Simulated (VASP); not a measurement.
Runs of VASP 6.6.1 on ZrS. The structure is that of space group I4/mmm (No. 139), or close to it. The cells are those of the table. 

| cell | gap on the mesh (eV) | pressure (GPa) |
| --- | --- | --- |
| a = 3.793, b = 3.793, c = 3.564 Å, angles 62.0, 62.0, 56.0°, 2 atoms | none | 3.2 |
| a = 3.715, b = 3.715, c = 3.564 Å, angles 61.3, 61.3, 57.3°, 2 atoms | none | (a) |
| a = 3.645, b = 3.645, c = 3.861 Å, angles 58.0, 58.0, 64.0°, 2 atoms | none | 4.5 |
| a = 3.639, b = 3.639, c = 3.712 Å, angles 59.3, 59.3, 61.3°, 2 atoms | none | 4.5 |

Alike in all rows: task single point; level r2SCAN; potentials or basis VASP PAW PBE potentials, release 64 (Zr_sv, S); no spin polarisation; k mesh 16 × 16 × 16; cutoff (eV) 550; smearing gaussian 0.15 eV.

Q: Estimate the missing entries.

A: (a) 6.6.

Caveats: the PAW data sets were made with another functional, which shifts forces and pressure a little; the stress differs along the axes, from -13 to 12 GPa (at least some runs); the stress differs along the axes, from -8 to 14 GPa (at least some runs); the stress differs along the axes, from -10 to 33 GPa (at least some runs); the stress differs along the axes, from -0 to 14 GPa (at least some runs).

A k mesh can miss the band edges, and the runs leave out spin-orbit coupling on Zr.

A gap of «none» marks levels without a gap at the run's occupations.
